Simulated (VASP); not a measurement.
MgS: relaxation of cell and atoms with LDA

MgS:

```
Mg S
1.0
     0.00000    2.60165    2.60165
     2.60165    0.00000    2.60165
     2.60165    2.60165    0.00000
Mg S
1 1
Direct
  0.00000 0.00000 0.00000
  0.50000 0.50000 0.50000
```

```json
{
 "Program": "VASP 6.6.1",
 "Task": "relaxation of cell and atoms",
 "Functional": "LDA",
 "Potentials or basis": "VASP PAW LDA potentials, release 64 (Mg, S)",
 "Cutoff": "600 eV",
 "k mesh": "16 × 16 × 16",
 "Occupations": "fermi-dirac, width 0.1 eV",
 "Spin": "no spin polarisation",
 "Dipole correction": "no",
 "Further INCAR settings": "ALGO = Normal; EDIFF = 1e-06; IBRION = 2; EDIFFG = -0.002; NSW = 100; ISIF = 3"
}
```

```
Relaxed volume                        : 16.76 Å³/atom
Relaxed cell                          : a = 3.619 Å, b = 3.619 Å, c = 3.619 Å, α = 60.00°, β = 60.00°, γ = 60.00°
Space group after relaxing (to 0.1 Å) : Fm-3m (No. 225)
Energy gained by relaxing             : 10.6 meV/atom
Ionic steps                           : 3
Pressure after relaxing               : 0.0 GPa
Band gap on the k mesh                : 2.66 eV (least direct gap 3.89 eV)
```

Step by step:
```tsv
step	energy change (eV)	largest force (eV/Å)	pressure (GPa)	volume (Å³)
1	0.0000	0.0000	-3.83	35.22
2	-0.0200	0.0000	1.05	33.12
3	-0.0212	0.0000	0.00	33.51
```

Final structure:
```
CELL_PARAMETERS angstrom
0.00000 2.55891 2.55891
2.55891 0.00000 2.55891
2.55891 2.55891 0.00000
ATOMIC_POSITIONS crystal
Mg 0.00000 0.00000 0.00000
S 0.50000 0.50000 0.50000
```

Levels at points of the mesh, in eV from the valence-band top:
```csv
k point,band 2,band 3,band 4,band 5,band 6,band 7
"(0.00, 0.00, 0.00)",0.00,0.00,0.00,3.89,7.80,7.80
"(0.50, 0.00, 0.00)",-5.18,-0.65,-0.65,4.45,6.80,6.80
"(0.50, 0.50, 0.00)",-4.52,-1.82,-1.82,2.66,4.09,12.29
```

Run time: 40 s on 1 thread of Intel(R) Xeon(R) 6975P-C (Granite Rapids) (shared host), peak memory 0.2 GiB.

A k mesh can miss the band edges. LDA usually gives volumes a few per cent too small.
